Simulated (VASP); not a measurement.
Write the native input for VASP 6.6.1 that does the following.

- Task: single point
- Functional: LDA
- Potentials or basis: VASP PAW LDA potentials, release 64 (Fe)
- Cutoff: 520 eV
- k mesh: 24 × 24 × 24
- Occupations: fermi-dirac, width 0.1 eV
- Spin: no spin polarisation
- Dipole correction: no
- Further INCAR settings: ALGO = Normal; EDIFF = 1e-06; NBANDS = 10

The structure of Fe lies in POSCAR:

```
Fe
1.0
   -1.3498227879      1.3498227879      1.3498227879
    1.3498227879     -1.3498227879      1.3498227879
    1.3498227879      1.3498227879     -1.3498227879
Fe
1
Direct
    0.0000000000      0.0000000000      0.0000000000
```

The input as run:

INCAR

```
PREC = Accurate ; ENCUT = 520
EDIFF = 1E-6 ; ISMEAR = -1
SIGMA = 0.1 ; LREAL = F
LASPH = T ; NELM = 80
ALGO = Normal ; ISIF = 2
LWAVE = F ; LCHARG = F
GGA = CA ; NBANDS = 10
```

KPOINTS

```
regular mesh
0
Gamma
  24 24 24
```

Potentials or basis: VASP PAW LDA potentials, release 64 (Fe).

Run with:

```bash
$ cat potpaw_LDA.64/Fe/POTCAR > POTCAR
$ mpirun -np 1 vasp_std > vasp.out
```

It gave:

```yaml
Pressure: -0.2 GPa
Band_gap_on_the_k_mesh: zero (band 4 reaches 8.51 eV, above the bottom of band 5 at 6.12 eV)
```

Caveat: the run has no spin polarisation, though such a crystal can be magnetic.

Run time: 26 s on 1 thread of AMD EPYC 7R13 Processor (Zen 3), on a shared host, peak memory 0.12 GiB.
